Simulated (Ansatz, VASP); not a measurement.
TaN in VASP and in Ansatz

INCAR

```
SYSTEM = TaN
PREC     = Accurate       ! precision mode
ENCUT    = 700            ! plane-wave cutoff, eV
EDIFF    = 1E-6           ! SCF threshold, eV
ISMEAR   = -1             ! smearing method
SIGMA    = 0.05           ! smearing width, eV
LREAL    = .False.        ! projectors in reciprocal space
LASPH    = .True.         ! aspherical terms in the spheres
NELM     = 200            ! most SCF steps
ALGO     = Normal         ! electronic algorithm
ISIF     = 2              ! what is computed and relaxed
LWAVE    = .False.        ! write WAVECAR
LCHARG   = .False.        ! write CHGCAR
MAGMOM   = 0 0 0 0 0 0    ! initial moments
LORBIT   = 11             ! projections on sites
LSORBIT  = .True.         ! spin-orbit coupling
GGA_COMPAT= .False.      
LORBMOM  = .True.       
LMAXMIX  = 4              ! l up to which the mixer works
NBANDS   = 30             ! bands
```

The input KPOINTS:

```
Automatic mesh
0
Gamma
  7 7 7
  0 0 0
```

Contents of POSCAR:

```
TaN
1.0
    2.9380011100      0.0000000000      0.0000000000
   -1.4690005500      2.5443836000      0.0000000000
    0.0000000000      0.0000000000      2.8830022100
Ta N
1 1
Direct
    0.3333333333      0.6666666667      0.5000000000
    0.0000000000      0.0000000000      0.0000000000
```

The input input.yaml:

```yaml
crystal:
  lattice:
    - [2.93800111, 0.0, 0.0]
    - [-1.46900055, 2.5443836, 0.0]
    - [0.0, 0.0, 2.88300221]
  atoms:
    - { symbol: Ta, position: [0.3333333333, 0.6666666667, 0.5] }
    - { symbol: "N", position: [0.0, 0.0, 0.0] }
hamiltonian:
  xc: lda
  pseudopotentials: { kind: paw_fr }
magnetization:
  noncollinear: true
  spin_orbit: true
kpoints:
  mp_grid: { grid: [7, 7, 7] }
  band_path:
    path:
      - [[0.0, 0.0, 0.0], [0.5, 0.0, 0.0], [0.3333333333, 0.3333333333, 0.0], [0.0, 0.0, 0.0], [0.0, 0.0, 0.5], [0.5, 0.0, 0.5], [0.3333333333, 0.3333333333, 0.5], [0.0, 0.0, 0.5]]
      - [[0.5, 0.0, 0.5], [0.5, 0.0, 0.0]]
      - [[0.3333333333, 0.3333333333, 0.0], [0.3333333333, 0.3333333333, 0.5]]
    npoints: 14
scf:
  occupations: { method: fermi_dirac, width: 0.05 }
  n_extra_bands: 6
output:
  forces: true
  stress: true
  eigenvalues: true
  fatbands: false
```

Alike in both runs: functional LDA; k mesh 7 × 7 × 7; occupations fermi-dirac, width 0.05 eV; non-collinear spin, spin-orbit coupling.

|  | VASP | Ansatz |
| --- | --- | --- |
| version | VASP 6.6.1 | Ansatz 0.2.0 |
| potentials or method | VASP PAW LDA potentials, release 64 (Ta_sv_GW, N) | Ansatz PAW |
| plane-wave cutoff (eV) | 700 | 420 |
| valence electrons in the cell | 18 | 18 |
| task | single point | band structure |

```csv
,VASP,Ansatz,Ansatz less VASP
pressure (GPa),-10.4,-11.9,-1.48
"traceless stress, the component that is largest in VASP (GPa)",-1.36,-1.42,-0.060
```

LDA's correlation is that of Perdew and Zunger in VASP and of Perdew and Wang (1992) in Ansatz.
